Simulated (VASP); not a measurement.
Set up this calculation in VASP 6.6.1, as the native input.

| Property | Result |
| --- | --- |
| Task | single point |
| Functional | PBE |
| Potentials or basis | VASP PAW PBE potentials, release 64 (Ga_d, N) |
| Cutoff | 600 eV |
| k mesh | 10 × 10 × 10 |
| Occupations | gaussian, width 0.02 eV |
| Spin | no spin polarisation |
| Dipole correction | no |
| Further INCAR settings | ALGO = Normal; EDIFF = 1e-06; NBANDS = 16 |

The structure of GaN lies in POSCAR:

```
GaN
1.0
    0.0000000000      2.2744128111      2.2744128111
    2.2744128111      0.0000000000      2.2744128111
    2.2744128111      2.2744128111      0.0000000000
Ga N
1 1
Direct
    0.0000000000      0.0000000000      0.0000000000
    0.2500000000      0.2500000000      0.2500000000
```

The input as run:

INCAR

```
SYSTEM = GaN
PREC = Accurate ; ENCUT = 600
EDIFF = 1E-6 ; ISMEAR = 0
SIGMA = 0.02 ; LREAL = .False.
LASPH = .True. ; NELM = 120
ALGO = Normal ; ISIF = 2
LWAVE = .False. ; LCHARG = .False.
GGA = PE ; NBANDS = 16
GGA_COMPAT = .False.
```

KPOINTS

```
regular mesh
0
Gamma
  10 10 10
  0 0 0
```

Potentials or basis: VASP PAW PBE potentials, release 64 (Ga_d, N).

The run is started by

```console
$ cat potpaw_PBE.64/Ga_d/POTCAR potpaw_PBE.64/N/POTCAR > POTCAR
$ mpirun -np 1 vasp_std > vasp.out
```

Results of the run:

* Pressure: -0.1 GPa
* Band gap on the k mesh: 1.55 eV

Run time: 12 s on 1 thread of Intel(R) Xeon(R) 6975P-C (Granite Rapids), on a shared host, peak memory 0.16 GiB.
